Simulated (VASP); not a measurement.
Input of a VASP 6.6.1 run:

The input INCAR:

```
SYSTEM = Si
PREC     = Accurate       ! precision mode
ENCUT    = 520            ! plane-wave cutoff, eV
EDIFF    = 1E-6           ! SCF threshold, eV
ISMEAR   = 0              ! smearing method
SIGMA    = 0.1            ! smearing width, eV
LREAL    = .FALSE.        ! projectors in reciprocal space
LASPH    = .TRUE.         ! aspherical terms in the spheres
NELM     = 60             ! most SCF steps
ALGO     = Fast           ! electronic algorithm
ISIF     = 2              ! what is computed and relaxed
LWAVE    = .FALSE.        ! write WAVECAR
LCHARG   = .FALSE.        ! write CHGCAR
GGA      = PS             ! functional
NBANDS   = 8              ! bands
```

File KPOINTS:

```
regular mesh
0
G
  18 18 18
  0 0 0
```

The input POSCAR:

```
Si
1.0
    0.0000000000      1.9299197380      1.9299197380
    1.9299197380      0.0000000000      1.9299197380
    1.9299197380      1.9299197380      0.0000000000
Si
1
Direct
    0.0000000000      0.0000000000      0.0000000000
```

Potentials or basis: VASP PAW PBE potentials, release 64 (Si).

Launch:

```bash
$ cat potpaw_PBE.64/Si/POTCAR > POTCAR
$ mpirun -np 1 vasp_std > vasp.out
```

Task: Estimate the band gap on the k mesh.

Result: Zero (band 2 reaches 21.41 eV, above the bottom of band 3 at 7.31 eV).

Task: What does it give for the pressure?

Result: -1.4 GPa.

Caveat: the cell differs from its parent crystal (functional PBEsol, strained); the PAW data sets were made with another functional, which shifts forces and pressure a little.
